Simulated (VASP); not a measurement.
A run of VASP 6.6.1:

Contents of INCAR:

```
SYSTEM = ScAl3
PREC = Accurate
ENCUT = 600
EDIFF = 1E-7
ISMEAR = 0
SIGMA = 0.1
LREAL = .False.
LASPH = .True.
NELM = 80
ALGO = Fast
ISIF = 3
LWAVE = .False.
LCHARG = .False.
IBRION = 2
NSW = 100
EDIFFG = -0.005
```

The input KPOINTS:

```
Automatic mesh
0
Gamma
  10 10 10
  0 0 0
```

POSCAR

```
ScAl3
1.0
    4.0878065700      0.0000000000      0.0000000000
    0.0000000000      4.0878065700      0.0000000000
    0.0000000000      0.0000000000      4.0878065700
Sc Al
1 3
Direct
    0.0000000000      0.0000000000      0.0000000000
    0.5000000000      0.0000000000      0.5000000000
    0.0000000000      0.5000000000      0.5000000000
    0.5000000000      0.5000000000      0.0000000000
```

Potentials or basis: VASP PAW LDA potentials, release 64 (Sc_sv, Al).

Launch:

```sh
$ cat potpaw_LDA.64/Sc_sv/POTCAR potpaw_LDA.64/Al/POTCAR > POTCAR
$ mpirun -np 1 vasp_std > vasp.out
```

Hardware: 1 thread of Oxide Virtual Turin-like Processor, on a shared host.

**Question.** How long does it take, and how much memory?

**Answer.** Wall time 6.5 min on 1 thread of Oxide Virtual Turin-like Processor, with other jobs on the host, peak memory 0.19 GiB. Counts: scf iterations 59, k points 56, ion steps 3.
